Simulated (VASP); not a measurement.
Runs of VASP 6.6.1 on RbP3. The structure is that of space group R-3m (No. 166), or close to it. The cells are those of the table. 

| task | cell | k mesh | cutoff (eV) | smearing | gap on the mesh (eV) | pressure (GPa) | largest force (eV/Å) |
| --- | --- | --- | --- | --- | --- | --- | --- |
| single point | a = 6.951 Å, angles 76.5°, 8 atoms | 3 × 3 × 3 | 520 | gaussian 0.1 eV | 1.06 | -0.3 | 0.07 |
| relaxation of cell and atoms | relaxed from a = 5.809 Å, angles 84.4°, 8 atoms | 3 × 3 × 3 | 600 | gaussian 0.1 eV | 1.06 | 0.0 | 0.03 |
| single point | a = 7.022 Å, angles 72.1°, 8 atoms | 6 × 6 × 6 | 520 | gaussian 0.02 eV | 0.93 | -0.1 | 0.07 |
| single point | a = 5.809 Å, angles 84.4°, 8 atoms | 3 × 3 × 3 | 520 | gaussian 0.1 eV | (a) | 5.3 | (b) |

Alike in all rows: level PBE; potentials or basis VASP PAW PBE potentials, release 64 (Rb_sv, P); no spin polarisation.

Q: Estimate the missing entries.

A: (a) none; (b) 2.58.

Caveats: some runs use coarse meshes; forces of over 1 eV/Å act on the atoms, so gaps and moduli don't describe the material at rest (some runs).

A k mesh can miss the band edges, and the runs leave out spin-orbit coupling on Rb.
